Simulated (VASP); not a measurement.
A run of VASP 6.6.1:

File INCAR:

```
  PREC = Accurate
  ENCUT = 600
  EDIFF = 1E-7
  ISMEAR = 0
  SIGMA = 0.1
  LREAL = F
  LASPH = T
  NELM = 80
  ALGO = Normal
  ISIF = 3
  LWAVE = F
  LCHARG = F
  GGA = PE
  IBRION = 2
  NSW = 100
  EDIFFG = -0.01
```

The input KPOINTS:

```
regular mesh
0
Gamma
  10 10 6
```

Contents of POSCAR:

```
Al4O
1.0
    3.7757087781      0.0000000000      0.0000000000
    0.0000000000      3.7757087781      0.0000000000
    0.0000000000      0.0000000000      5.9793949472
Al O
4 1
Direct
    0.5000000000      0.0000000000      0.2683670870
    0.0000000000      0.5000000000      0.7316329130
    0.5000000000      0.0000000000      0.7316329130
    0.0000000000      0.5000000000      0.2683670870
    0.0000000000      0.0000000000      0.0000000000
```

Potentials or basis: VASP PAW PBE potentials, release 64 (Al, O).

Command:

```sh
$ cat potpaw_PBE.64/Al/POTCAR potpaw_PBE.64/O/POTCAR > POTCAR
$ mpirun -np 1 vasp_std > vasp.out
```

Hardware: 1 thread of AMD EPYC 9R45 96-Core Processor (Zen 5) (shared host).

Task: Estimate the wall time of this run.

Result: Run time: 99 s on 1 thread of AMD EPYC 9R45 96-Core Processor (Zen 5), with other jobs on the host, peak memory 0.23 GiB. Counts: scf iterations 31, k points 84, ion steps 3.
